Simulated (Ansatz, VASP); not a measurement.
**BP in VASP and in Ansatz**

INCAR

```
ALGO = Normal
EDIFF = 1E-6
EDIFFG = -0.001
ENCUT = 600
GGA = PE
IBRION = 2
ISIF = 3
ISMEAR = 0
LASPH = T
LCHARG = F
LREAL = F
LWAVE = F
NELM = 100
NSW = 80
PREC = Accurate
SIGMA = 0.01
```

KPOINTS

```
k-points
0
Gamma
  10 10 10
```

The input POSCAR:

```
BP
1.0
    0.0000000000      2.2690000000      2.2690000000
    2.2690000000      0.0000000000      2.2690000000
    2.2690000000      2.2690000000      0.0000000000
B P
1 1
Direct
    0.0000000000      0.0000000000      0.0000000000
    0.2500000000      0.2500000000      0.2500000000
```

Input for Ansatz:

```yaml
crystal:
  lattice:
    - [0.0, 2.269, 2.269]
    - [2.269, 0.0, 2.269]
    - [2.269, 2.269, 0.0]
  atoms:
    - { symbol: B, position: [0.0, 0.0, 0.0] }
    - { symbol: P, position: [0.25, 0.25, 0.25] }
scf:
  occupations: { method: fixed }
output:
  forces: true
  stress: true
  eigenvalues: true
  write_density: true
  write_potential: true
  elf: true
  volumetric_format: npy
hamiltonian:
  xc: pbe
relax:
  f_tol: 0.001
  max_steps: 60
  cell: { stress_tol: 0.03 }
kpoints:
  mp_grid: { grid: [10, 10, 10] }
```

Alike in both runs: task relaxation of cell and atoms; functional PBE; k mesh 10 × 10 × 10; no spin polarisation.

|  | VASP | Ansatz |
| --- | --- | --- |
| version | VASP 6.6.1 | Ansatz 0.2.0 |
| potentials or method | VASP PAW PBE potentials, release 64 (B, P) | scalar-relativistic, plane waves, PAW |
| plane-wave cutoff (eV) | 600 | 420 |
| occupations | gaussian, width 0.01 eV | fixed |
| valence electrons in the cell | 8 | 8 |

```csv
,VASP,Ansatz,Ansatz less VASP
"gap on the k mesh at the Fermi level, each at its own relaxed structure (eV)",1.25,1.25,+0.006
relaxed volume (Å³/atom),11.75,11.76,+0.016
relaxed cell length with the largest relative difference (Å),3.215,3.216,+0.0014
```
